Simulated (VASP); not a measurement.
Crystal: AlRu.

```
Al Ru
1.0
    -2.01808    2.01808    1.85296
     2.01808   -2.01808    1.85296
     2.01808    2.01808   -1.85296
Al Ru
1 1
Direct
  0.50000 0.50000 0.00000
  0.00000 0.00000 0.00000
```

The cell was built from a structure type or drawn by symmetry, and may not be a known phase.

| Quantity | Value |
| --- | --- |
| Program | VASP 6.6.1 |
| Task | relaxation of cell and atoms |
| Functional | PBE |
| Potentials or basis | VASP PAW PBE potentials, release 64 (Al, Ru_pv) |
| Cutoff | 600 eV |
| k mesh | 6 × 6 × 6 |
| Occupations | gaussian, width 0.1 eV |
| Spin | no spin polarisation |

At the start: pressure 66.8 GPa; volume 15.09 Å³/atom.

**Question.** How do energy, volume and symmetry change on relaxing?

**Answer.** Over 12 steps the energy falls by 2822.7 meV/atom and the volume is 15.46 Å³/atom (+2.4 %); space group I4/mmm (No. 139, to 0.1 Å) before, Fm-3m (No. 225, to 0.1 Å).

The path:
```csv
step,energy change (eV),largest force (eV/Å),pressure (GPa),volume (Å³)
1,0.0000,0.0000,66.81,30.19
2,-2.1332,0.0000,-34.25,51.99
3,-4.6823,0.0000,-22.08,41.42
4,-4.8335,0.0000,-21.46,40.44
5,-4.7802,0.0000,-5.16,35.55
6,-5.0088,0.0000,-18.21,38.60
7,-5.0243,0.0000,-14.48,37.41
8,-5.0303,0.0000,-15.56,37.71
9,-5.6378,0.0000,3.35,30.30
10,-5.6408,0.0000,1.45,30.67
11,-5.6449,0.0000,-0.15,31.00
12,-5.6454,0.0000,0.21,30.92
```

Final structure:
```yaml
crystal:
  lattice:
    - [-1.76190, 1.76190, 2.48980]
    - [1.76190, -1.76190, 2.48980]
    - [1.76190, 1.76190, -2.48980]
  atoms:
    - { symbol: Al, position: [0.50000, 0.50000, 0.00000] }
    - { symbol: Ru, position: [0.00000, 0.00000, 0.00000] }
```

Caveat: the k points lie up to 0.36 Å⁻¹ apart in the final cell, too coarse for converged energies and pressures of a metal.
